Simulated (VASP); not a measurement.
# MoW2C4 in VASP: notebook

Runs on MoW2C4. Level: PBE. Tasks: single point, relaxation of cell and atoms.

All numbers are computed with VASP 6.6.1; they aren't measurements. Logs are shortened: lines on timing, memory, paths and dates and some standing lists are left out, and cuts for length are marked.

## 1. The cell of the first run

It takes space group P4/mmm (No. 123, tetragonal). The conventional cell has a = 4.290 Å, b = 4.290 Å, c = 4.279 Å, α = 90.00°, β = 90.00°, γ = 90.00°. Mo (site symmetry 4/mmm) has 6 C at 2.14 to 2.15 Å within 2.8 Å. Within 2.8 Å of W (site symmetry mmm) lie 6 C at 2.14 to 2.15 Å. Within 2.8 Å of C (site symmetry mmm) lie 2 W at 2.14 Å and 2 Mo at 2.15 Å. C (site symmetry 4/mmm) has 4 W at 2.15 Å within 2.8 Å. Within 2.8 Å of C (site symmetry 4/mmm) lie 2 Mo at 2.14 Å and 4 W at 2.15 Å.

## 2. Single point, PBE

INCAR reads:

```
PREC = Accurate
ENCUT = 520
EDIFF = 1E-6
ISMEAR = 0
SIGMA = 0.2
LREAL = False
LASPH = True
NELM = 80
ALGO = Normal
ISIF = 2
LWAVE = False
LCHARG = False
GGA = PE
NBANDS = 38
```

KPOINTS reads:

```
regular mesh
0
Gamma
  6 6 6
```

POSCAR reads:

```
MoW2C4
1.0
    0.0000000000      0.0000000000      4.2787394302
    4.2901877275      0.0000000000      0.0000000000
    0.0000000000      4.2901877275      0.0000000000
Mo W C
1 2 4
Direct
    0.0000000000      0.5000000000      0.5000000000
    0.5000000000      0.0000000000      0.5000000000
    0.5000000000      0.5000000000      1.0000000000
    0.0000000000      1.0000000000      0.5000000000
    0.0000000000      0.5000000000      0.0000000000
    0.5000000000      1.0000000000      0.0000000000
    0.5000000000      0.5000000000      0.5000000000
```

Potentials or basis: VASP PAW PBE potentials, release 64 (Mo_sv, W_sv, C).

Launch:

```console
> cat potpaw_PBE.64/Mo_sv/POTCAR potpaw_PBE.64/W_sv/POTCAR potpaw_PBE.64/C/POTCAR > POTCAR
> mpirun -np 1 vasp_std > vasp.out
```

OUTCAR:

```text
PREC = Accurate
   ENCUT = 520
   EDIFF = 1E-6
   ISMEAR = 0
   LREAL = False
   LASPH = True
   NELM = 80
   ISIF = 2
   GGA = PE

 ion  position               nearest neighbor table
   1  0.000  0.500  0.500-   7 2.14   7 2.14   4 2.15   5 2.15   4 2.15   5 2.15   3 3.03   2 3.03
                             2 3.03   2 3.03   3 3.03   3 3.03   3 3.03   2 3.03
   2  0.500  0.000  0.500-   4 2.14   4 2.14   7 2.15   6 2.15   7 2.15   6 2.15   1 3.03   1 3.03
                             1 3.03   1 3.03   3 3.03   3 3.03   3 3.03   3 3.03
   3  0.500  0.500  0.000-   5 2.14   5 2.14   7 2.15   7 2.15   6 2.15   6 2.15   1 3.03   1 3.03
                             1 3.03   1 3.03   2 3.03   2 3.03   2 3.03   2 3.03
   4  0.000  0.000  0.500-   2 2.14   2 2.14   1 2.15   1 2.15
   5  0.000  0.500  0.000-   3 2.14   3 2.14   1 2.15   1 2.15
   6  0.500  0.000  0.000-   2 2.15   3 2.15   2 2.15   3 2.15
   7  0.500  0.500  0.500-   1 2.14   1 2.14   3 2.15   3 2.15   2 2.15   2 2.15

  LATTYP: Found a simple tetragonal cell.
 ALAT       =     4.2901877275
 C/A-ratio  =     0.9973315160

  Lattice vectors:

 A1 = (   4.2901877275,   0.0000000000,   0.0000000000)
 A2 = (   0.0000000000,   4.2901877275,   0.0000000000)
 A3 = (   0.0000000000,   0.0000000000,   4.2787394302)

Analysis of symmetry for initial positions (statically):
=====================================================================
 Subroutine PRICEL returns:
 Original cell was already a primitive cell.

 Routine SETGRP: Setting up the symmetry group for a
 simple tetragonal supercell.

 Subroutine GETGRP returns: Found 16 space group operations
 (whereof 16 operations were pure point group operations)
 out of a pool of 16 trial point group operations.

The static configuration has the point symmetry D_4h.

Analysis of symmetry for dynamics (positions and initial velocities):
=====================================================================
 Subroutine PRICEL returns:
 Original cell was already a primitive cell.

 Routine SETGRP: Setting up the symmetry group for a
 simple tetragonal supercell.

 Subroutine GETGRP returns: Found 16 space group operations
 (whereof 16 operations were pure point group operations)
 out of a pool of 16 trial point group operations.

The dynamic configuration has the point symmetry D_4h.

 Subroutine INISYM returns: Found 16 space group operations
 (whereof 16 operations are pure point group operations),
 and found     1 'primitive' translations

----------------------------------------------------------------------------------------

                                     Primitive cell

  volume of cell :      78.7532

  direct lattice vectors                    reciprocal lattice vectors
     0.000000000  0.000000000  4.278739430     0.000000000  0.000000000  0.233713694
     4.290187728  0.000000000  0.000000000     0.233090033  0.000000000  0.000000000
     0.000000000  4.290187728  0.000000000     0.000000000  0.233090033  0.000000000

  length of vectors
     4.278739430  4.290187728  4.290187728     0.233713694  0.233090033  0.233090033

  position of ions in fractional coordinates (direct lattice)
     0.000000000  0.500000000  0.500000000
     0.500000000  0.000000000  0.500000000
     0.500000000  0.500000000  0.000000000
     0.000000000  0.000000000  0.500000000
     0.000000000  0.500000000  0.000000000
     0.500000000  0.000000000  0.000000000
     0.500000000  0.500000000  0.500000000

  ion indices of the primitive-cell ions
   primitive index   ion index
                 1           1
                 2           2
                 3           3
                 4           4
                 5           5
                 6           6
                 7           7

----------------------------------------------------------------------------------------

 KPOINTS: regular mesh

Automatic generation of k-mesh.
 Grid dimensions read from file:
 generate k-points for:    6    6    6

 Generating k-lattice:

  Cartesian coordinates                     Fractional coordinates (reciprocal lattice)
     0.000000000  0.000000000  0.038952282     0.166666667  0.000000000  0.000000000
     0.038848339  0.000000000  0.000000000     0.000000000  0.166666667  0.000000000
     0.000000000  0.038848339  0.000000000     0.000000000  0.000000000  0.166666667

  Length of vectors
     0.038952282  0.038848339  0.038848339

  Shift w.r.t. Gamma in fractional coordinates (k-lattice)
     0.000000000  0.000000000  0.000000000

 Subroutine IBZKPT returns following result:
 ===========================================

 Found     40 irreducible k-points:

 Following reciprocal coordinates:
            Coordinates               Weight
  0.000000  0.000000  0.000000      1.000000
  0.166667  0.000000  0.000000      2.000000
  0.333333  0.000000  0.000000      2.000000
  0.500000  0.000000  0.000000      1.000000
  0.000000  0.166667  0.000000      4.000000
  0.166667  0.166667  0.000000      8.000000
[... 16 lines left out ...]
  0.333333  0.333333  0.166667     16.000000
  0.500000  0.333333  0.166667      8.000000
 [... further k-points ...]
   k-points           NKPTS =     40   k-points in BZ     NKDIM =     40   number of bands    NBANDS=     38
   number of dos      NEDOS =    301   number of ions     NIONS =      7
   total plane-waves  NPLWV =  32768
   dimension x,y,z NGX =    32 NGY =   32 NGZ =   32
   dimension x,y,z NGXF=    64 NGYF=   64 NGZF=   64
   ions per type =               1   2   4
   NGX,Y,Z   is equivalent  to a cutoff of  12.43, 12.40, 12.40 a.u.
   NGXF,Y,Z  is equivalent  to a cutoff of  24.87, 24.80, 24.80 a.u.
 SYSTEM =  unknown system
   PREC   = accura    normal or accurate (medium, high low for compatibility)
   ISTART =      0    job   : 0-new  1-cont  2-samecut
   ICHARG =      2    charge: 1-file 2-atom 10-const
   ISPIN  =      1    spin polarized calculation?
   LNONCOLLINEAR =      F non collinear calculations
   LSORBIT =      F    spin-orbit coupling
   LASPH  =      T    aspherical Exc in radial PAW
   ENCUT  =  520.0 eV  38.22 Ry    6.18 a.u.   7.96  7.98  7.98*2*pi/ulx,y,z
   NELM   =     80;   NELMIN=  2; NELMDL= -5     # of ELM steps
   EDIFF  = 0.1E-05   stopping-criterion for ELM
   LREAL  =      F    real-space projection
   EDIFFG = 0.1E-04   stopping-criterion for IOM
   NSW    =      0    number of steps for IOM
   IBRION =     -1    ionic relax: 0-MD 1-quasi-New 2-CG
   NFREE  =      0    steps in history (QN), initial steepest desc. (CG)
   ISIF   =      2    stress and relaxation
   ISYM   =      2    0-nonsym 1-usesym 2-fastsym
   POTIM  = 0.5000    time-step for ionic-motion
   TEBEG  =    0.0;   TEEND  =   0.0 temperature during run
   PSTRESS=    0.0 pullay stress
   NELECT =      58.0000    total number of electrons
   NUPDOWN=      -1.0000    fix difference up-down
   EMIN   =  10.00;   EMAX   =-10.00  energy-range for DOS
   EFERMI =   0.00;   METHOD = LEGACY
   ISMEAR =     0;   SIGMA  =   0.20  broadening in eV -4-tet -1-fermi 0-gaus
   EFERMI_NEDOS =   21; number of points for ismear=-14 and -15
   IALGO  =     38    algorithm
   IMIX   =      4    mixing-type and parameters
     AMIX     =   0.40;   BMIX     =  1.00
     AMIX_MAG =   1.60;   BMIX_MAG =  1.00
  volume/ion in A,a.u.               =      11.25        75.92
  Fermi-wavevector in a.u.,A,eV,Ry     =   1.478409  2.793788 29.738173  2.185694
  Thomas-Fermi vector in A             =   2.592694
   LORBIT       =      0    0 simple, 1 ext, 2 COOP (PROOUT), +10 PAW based schemes
   GGA     = PE    functional components
   LHFCALC =     F    Hartree Fock is set to
   AEXX    =    0.0000 exact exchange contribution
   IVDW    =     0    specifies the selected vdW correction
   LEPSILON=     F    determine dielectric tensor
   LRPA    =     F    only Hartree local field effects (RPA)
 non-spin polarized calculation
 Gauss-broadening in eV      SIGMA  =   0.20
  energy-cutoff  :      520.00
  volume of cell :       78.75
 maximum number of plane-waves:      2176
 NGX is ok and might be reduce to    32
   NGX = 15   NGY = 15   NGZ = 15

 number of electron      57.9999993 magnetization

 Free energy of the ion-electron system (eV)
  ---------------------------------------------------
  ext. energy  EPLUGINS =         0.00000000
  ---------------------------------------------------
  free energy    TOTEN  =       -69.76407106 eV

  energy without entropy =      -69.66908488  energy(sigma->0) =      -69.71657797

 E-fermi :   9.5281     XC(G=0): -12.6773

 val. band max:        9.5275948603   @ k =   0.5000   0.5000   0.1667
 cond. band min:       9.5457328402   @ k =   0.0000   0.5000   0.1667
 fundamental gap:      0.0181379799
 Fermi energy:         9.5280560611

 k-point     1 :       0.0000    0.0000    0.0000
  band No.  band energies     occupation
      1     -65.2934      2.00000
      2     -65.2599      2.00000
      3     -52.1694      2.00000
      4     -29.8348      2.00000
      5     -29.8348      2.00000
      6     -29.4731      2.00000
[... 30 lines left out ...]
     37      11.2268      0.00000
     38      12.2535      0.00000

 k-point     2 :       0.1667    0.0000    0.0000
  band No.  band energies     occupation
      1     -65.2934      2.00000
      2     -65.2599      2.00000
      3     -52.1694      2.00000
      4     -29.8330      2.00000
      5     -29.8330      2.00000
      6     -29.4703      2.00000
[... 30 lines left out ...]
     37      11.9642      0.00000
     38      12.4311      0.00000

 k-point     3 :       0.3333    0.0000    0.0000
  band No.  band energies     occupation
      1     -65.2934      2.00000
      2     -65.2599      2.00000
      3     -52.1695      2.00000
      4     -29.8296      2.00000
      5     -29.8296      2.00000
      6     -29.4648      2.00000
[... 30 lines left out ...]
     37      12.9232      0.00000
     38      12.9244      0.00000

 k-point     4 :       0.5000    0.0000    0.0000
  band No.  band energies     occupation
      1     -65.2934      2.00000
      2     -65.2599      2.00000
      3     -52.1695      2.00000
      4     -29.8278      2.00000
      5     -29.8278      2.00000
      6     -29.4620      2.00000
[... 30 lines left out ...]
     37      12.7648      0.00000
     38      13.3917      0.00000
[... 703 lines left out ...]
      4     -29.8808      2.00000
      5     -29.6872      2.00000
      6     -29.5142      2.00000
[... 30 lines left out ...]
     37      12.5224      0.00000
     38      13.3183      0.00000

 k-point    23 :       0.3333    0.3333    0.1667
  band No.  band energies     occupation
      1     -65.2839      2.00000
      2     -65.2694      2.00000
      3     -52.1694      2.00000
      4     -29.8852      2.00000
      5     -29.6855      2.00000
      6     -29.5140      2.00000
[... 30 lines left out ...]
     37      12.9612      0.00000
     38      14.5806      0.00000

 k-point    24 :       0.5000    0.3333    0.1667
  band No.  band energies     occupation
      1     -65.2839      2.00000
      2     -65.2694      2.00000
      3     -52.1694      2.00000
      4     -29.8874      2.00000
      5     -29.6847      2.00000
      6     -29.5139      2.00000
[... 30 lines left out ...]
     37      13.5241      0.00000
     38      14.8759      0.00000

 [... further k-points ...]
[... 5 lines left out ...]
  --------------------------------------------------------------------------------------
  -------------------------------------------------------------------------------------
  Total        0.4836748      0.4836748      0.5721339      0.0000000      0.0000000      0.0000000
  in kB        9.8400113      9.8400113     11.6396466      0.0000000      0.0000000      0.0000000
  external PRESSURE =      10.4398897 kB  Pullay stress =       0.0000000 kB

 VOLUME and BASIS-vectors are now :
 -----------------------------------------------------------------------------
  energy-cutoff  :      520.00
  volume of cell :       78.75
      direct lattice vectors                 reciprocal lattice vectors
     0.000000000  0.000000000  4.278739430     0.000000000  0.000000000  0.233713694
     4.290187728  0.000000000  0.000000000     0.233090033  0.000000000  0.000000000
     0.000000000  4.290187728  0.000000000     0.000000000  0.233090033  0.000000000

 POSITION                                       TOTAL-FORCE (eV/Angst)
 -----------------------------------------------------------------------------------
      2.14509      2.14509      0.00000         0.000000      0.000000      0.000000
      0.00000      2.14509      2.13937         0.000000      0.000000      0.000000
      2.14509      0.00000      2.13937         0.000000      0.000000      0.000000
      0.00000      2.14509      0.00000         0.000000      0.000000      0.000000
      2.14509      0.00000      0.00000         0.000000      0.000000      0.000000
      0.00000      0.00000      2.13937         0.000000      0.000000      0.000000
      2.14509      2.14509      2.13937         0.000000      0.000000      0.000000
 -----------------------------------------------------------------------------------
    total drift:                               -0.000000     -0.000000      0.000000

  FREE ENERGIE OF THE ION-ELECTRON SYSTEM (eV)
  ---------------------------------------------------
  free  energy   TOTEN  =       -69.7640710551 eV

  energy  without entropy=      -69.6690848776  energy(sigma->0) =      -69.71657797
```

Run time: 2.3 min. Hardware: 1 thread of Intel Xeon 8259CL, shared host; peak memory 0.25 GiB.

Results:

```yaml
Free_energy: -69.7641 eV
Pressure: 1.0 GPa
Band_gap_on_the_k_mesh: zero (bands 29 and 30 overlap by 2.37 eV)
```

Caveat: spin-orbit coupling is left out, which moves the levels of the heavy elements.

[end of part 1 of 3]
